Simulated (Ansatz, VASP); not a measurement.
C in VASP and in Ansatz

```xyz
4
Lattice="-1.2694 1.2694 4.3263 1.2694 -1.2694 4.3263 1.2694 1.2694 -4.3263" Properties=species:S:1:pos:R:3 pbc="T T T"
C     0.0000    0.0000    0.7456
C     0.0000    1.2694    2.9087
C     0.0000    0.0000    7.9069
C     0.0000    1.2694    1.4175
```

Alike in both runs: functional PBE; k mesh 26 × 26 × 26; occupations gaussian, width 0.1 eV; no spin polarisation.

Ansatz relaxed the structure, and its values are those at the end. VASP's run is a single point on that final structure, the one shown.

|  | VASP | Ansatz |
| --- | --- | --- |
| version | VASP 6.6.1 | Ansatz 0.2.0 |
| potentials or method | VASP PAW PBE potentials, release 64 (C), cutoff 520 eV | scalar-relativistic, plane waves, PAW |
| valence electrons in the cell | 16 | 16 |

VASP gave:

```
gap on the k mesh at the Fermi level (eV) : none
pressure (GPa)                            : 0.6
rms of the force components (eV/Å)        : 0.004
```

Q: Which values does Ansatz return?

A: gap on the k mesh at the Fermi level (eV): none; pressure (GPa): 0.0; rms of the force components (eV/Å): 0.002.

A gap of «none» marks a metal or a gap that the smearing closes. The functional is the same, so the differences come from potentials, cutoffs and numerics.
